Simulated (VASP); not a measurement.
A run of VASP 6.6.1 is set up as follows.

The input INCAR:

```
ALGO = Normal
EDIFF = 1E-6
ENCUT = 520
GGA = PE
ISIF = 2
ISMEAR = 0
LASPH = T
LCHARG = F
LREAL = F
LWAVE = F
NBANDS = 23
NELM = 100
PREC = Accurate
SIGMA = 0.1
```

Contents of KPOINTS:

```
k-points
0
Gamma
  6 6 6
```

The input POSCAR:

```
B6Pd
1.0
    0.0000000000      3.3480392135      3.3480392135
    3.3480392135      0.0000000000      3.3480392135
    3.3480392135      3.3480392135      0.0000000000
B Pd
6 1
Direct
    0.3162947838      0.6837052162      0.6837052162
    0.6837052162      0.3162947838      0.3162947838
    0.6837052162      0.3162947838      0.6837052162
    0.3162947838      0.6837052162      0.3162947838
    0.6837052162      0.6837052162      0.3162947838
    0.3162947838      0.3162947838      0.6837052162
    0.0000000000      0.0000000000      0.0000000000
```

Potentials or basis: VASP PAW PBE potentials, release 64 (B, Pd).

Command:

```console
$ cat potpaw_PBE.64/B/POTCAR potpaw_PBE.64/Pd/POTCAR > POTCAR
$ mpirun -np 1 vasp_std > vasp.out
```

(1) Estimate the pressure.

(2) Estimate the largest force.

Answers

(1) 0.3 GPa.

(2) 0.021 eV/Å.
